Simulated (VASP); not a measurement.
TiAl3: single point with PBEsol

The system is TiAl3.

```xyz
12
Lattice="0.0000 -3.9483 0.0000 0.0000 0.0000 -3.9483 16.3450 0.0000 0.0000" Properties=species:S:1:pos:R:3 pbc="T T T"
Ti    2.9611    0.0000   -3.9483
Ti    6.9094    0.0000   -3.9483
Ti   10.8578    0.0000   -3.9483
Al    0.9869   -1.9742    0.0000
Al    4.9352   -1.9742    0.0000
Al    8.8836   -1.9742    0.0000
Al    0.9869    0.0000   -1.9742
Al    4.9352    0.0000   -1.9742
Al    8.8836    0.0000   -1.9742
Al   10.8578   -1.9742   -1.9742
Al    2.9611   -1.9742   -1.9742
Al    6.9094   -1.9742   -1.9742
```

This cell differs from its parent crystal: the distance across one plane changed.

```
Program                : VASP 6.6.1
Task                   : single point
Functional             : PBEsol
Potentials or basis    : VASP PAW PBE potentials, release 64 (Ti_sv, Al)
Cutoff                 : 500 eV
k mesh                 : 12 × 12 × 4
Occupations            : gaussian, width 0.15 eV
Spin                   : no spin polarisation
Dipole correction      : no
Further INCAR settings : ALGO = Normal; EDIFF = 1e-06; NBANDS = 44
```

```yaml
Pressure: -1.6 GPa
Largest_force: 1.200 eV/Å
Band_gap_on_the_k_mesh: zero (an odd number of electrons rules out a gap without spin polarisation)
```

Forces in eV/Å, atoms in the order of the input:
```
Ti   0.326  0.000  0.000
Ti  -0.036  0.000  0.000
Ti  -1.200  0.000  0.000
Al  -0.185  0.000  0.000
Al  -0.017  0.000  0.000
Al   0.384  0.000  0.000
Al  -0.185  0.000  0.000
Al  -0.017  0.000  0.000
Al   0.384  0.000  0.000
Al   0.648  0.000  0.000
Al  -0.088  0.000  0.000
Al  -0.015  0.000  0.000
```

Stress tensor (GPa, compression positive):
```
 0.30  0.00  0.00
 0.00 -2.61  0.00
 0.00  0.00 -2.61
```

Levels at points of the mesh, in eV from the Fermi level:
```tsv
k point	band 30	band 31	band 32	band 33	band 34	band 35
(0.00, 0.00, 0.00)	-0.52	0.22	0.29	0.29	0.35	0.54
(0.50, 0.00, 0.00)	-0.48	0.30	0.48	0.70	0.75	0.87
(0.50, 0.50, 0.00)	-1.85	-0.18	-0.05	-0.05	0.14	0.14
(0.00, 0.00, 0.50)	-0.42	0.22	0.29	0.29	0.35	0.52
(0.50, 0.00, 0.50)	-0.48	0.30	0.51	0.68	0.75	0.82
(0.50, 0.50, 0.50)	-1.85	-0.19	-0.07	-0.07	0.15	0.15
```

Wall time 12 min on 1 thread of Oxide Virtual Turin-like Processor (shared host), peak memory 0.74 GiB.

Caveat: the cell differs from its parent crystal (the distance across one plane changed); the PAW data sets were made with another functional, which shifts forces and pressure a little.
